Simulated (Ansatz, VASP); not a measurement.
GaN: VASP beside Ansatz

```
CELL_PARAMETERS angstrom
0.00000 2.24894 2.24894
2.24894 0.00000 2.24894
2.24894 2.24894 0.00000
ATOMIC_POSITIONS crystal
Ga 0.00000 0.00000 0.00000
N 0.71631 0.76123 0.76123
```

Change from the starting cell: all N atoms moved +0.087 Å, as atom 2 towards its neighbour atom 1 (Ga) at 1.948 Å.

Alike in both runs: task single point; functional r2SCAN; k mesh 10 × 10 × 10; occupations gaussian, width 0.05 eV; no spin polarisation.

|  | VASP | Ansatz |
| --- | --- | --- |
| version | VASP 6.6.1 | Ansatz 0.2.0 |
| potentials or method | VASP PAW PBE potentials, release 64 (Ga_d, N), cutoff 520 eV | scalar-relativistic, plane waves, PAW |
| valence electrons in the cell | 18 | 18 |

VASP gave:

```
gap on the k mesh at the Fermi level (eV)                     : 2.07
least direct gap on the mesh (eV)                             : 2.07
pressure (GPa)                                                : 1.9
traceless stress, the component that is largest in VASP (GPa) : -3.96
rms of the force components (eV/Å)                            : 0.819
```

Question: What did Ansatz give for the same quantities?

Answer: gap on the k mesh at the Fermi level (eV): 2.07; least direct gap on the mesh (eV): 2.07; pressure (GPa): 0.9; traceless stress, the component that is largest in VASP (GPa): -3.79; rms of the force components (eV/Å): 0.804.

VASP's potentials were made for PBE, not for r2SCAN. Atom by atom the forces differ by 0.015 eV/Å (rms over components).
